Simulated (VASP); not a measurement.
Write the native input for VASP 6.6.1 that does the following.

| Quantity | Value |
| --- | --- |
| Task | relaxation of cell and atoms |
| Functional | LDA |
| Potentials or basis | VASP PAW LDA potentials, release 64 (Re_sv_GW) |
| Cutoff | 560 eV |
| k mesh | 8 × 8 × 3 |
| Occupations | fermi-dirac, width 0.05 eV |
| Spin | no spin polarisation |
| Dipole correction | no |
| Further INCAR settings | ALGO = Normal; EDIFF = 1e-07; IBRION = 2; EDIFFG = -0.01; NSW = 60; ISIF = 3 |

The structure of Re lies in POSCAR:

```
Re
1.0
    2.7663873939      0.0000000000      0.0000000000
   -1.3831936969      2.3957617598      0.0000000000
    0.0000000000      0.0000000000      8.9388451600
Re
4
Direct
    0.6666666667      0.3333333333      0.7500000000
    0.0000000000      0.0000000000      0.5000000000
    0.3333333333      0.6666666667      0.2500000000
    0.0000000000      0.0000000000      0.0000000000
```

One way to write it, as run:

INCAR

```
PREC = Accurate
ENCUT = 560
EDIFF = 1E-7
ISMEAR = -1
SIGMA = 0.05
LREAL = F
LASPH = T
NELM = 120
ALGO = Normal
ISIF = 3
LWAVE = F
LCHARG = F
IBRION = 2
NSW = 60
EDIFFG = -0.01
GGA_COMPAT = F
NELMIN = 4
```

KPOINTS

```
regular mesh
0
Gamma
  8 8 3
```

Potentials or basis: VASP PAW LDA potentials, release 64 (Re_sv_GW).

Command:

```console
$ cat potpaw_LDA.64/Re_sv_GW/POTCAR > POTCAR
$ mpirun -np 1 vasp_std > vasp.out
```

It gave:

```yaml
Relaxed_volume: 14.34 Å³/atom
Relaxed_cell: a = 2.741 Å, b = 2.741 Å, c = 8.818 Å, α = 90.00°, β = 90.00°, γ = 120.00°
Space_group_after_relaxing_to_0.1_Å: P6_3/mmc (No. 194)
Energy_gained_by_relaxing: 18.9 meV/atom
Ionic_steps: 9
Pressure_after_relaxing: 0.0 GPa
Band_gap_on_the_k_mesh: zero (bands 30 and 31 overlap by 2.76 eV)
```

Caveat: spin-orbit coupling is left out, which moves the levels of the heavy elements.

It took 6.9 min on 1 thread of Intel(R) Xeon(R) 6975P-C (Granite Rapids) (shared host), peak memory 0.19 GiB.
